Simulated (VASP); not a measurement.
Here is a VASP 6.6.1 calculation.

Contents of INCAR:

```
SYSTEM = Na
  ALGO = Normal
  EDIFF = 1E-7
  ENCUT = 520
  GGA = PS
  ISIF = 2
  ISMEAR = -1
  LASPH = .True.
  LCHARG = .True.
  LELF = .True.
  LREAL = .False.
  LVHAR = .True.
  LWAVE = .False.
  NBANDS = 14
  NELM = 100
  PREC = Accurate
  SIGMA = 0.05
```

The input KPOINTS:

```
k-points
0
Gamma
  7 7 4
  0 0 0
```

The input POSCAR:

```
Na
1.0
    3.6916600000      0.0000000000      0.0000000000
   -1.8458300000      3.1970713422      0.0000000000
    0.0000000000      0.0000000000      6.1540000000
Na
2
Direct
    0.6666666667      0.3333333333      0.7500000000
    0.3333333333      0.6666666667      0.2500000000
```

Potentials or basis: VASP PAW PBE potentials, release 64 (Na_pv).

The run is started by

```bash
$ cat potpaw_PBE.64/Na_pv/POTCAR > POTCAR
$ mpirun -np 1 vasp_std > vasp.out
```

Predict the pressure.

0.0 GPa.

Estimate the band gap on the k mesh.

zero (band 7 reaches 1.65 eV, above the bottom of band 8 at -1.94 eV).

Caveat: the PAW data sets were made with another functional, which shifts forces and pressure a little.
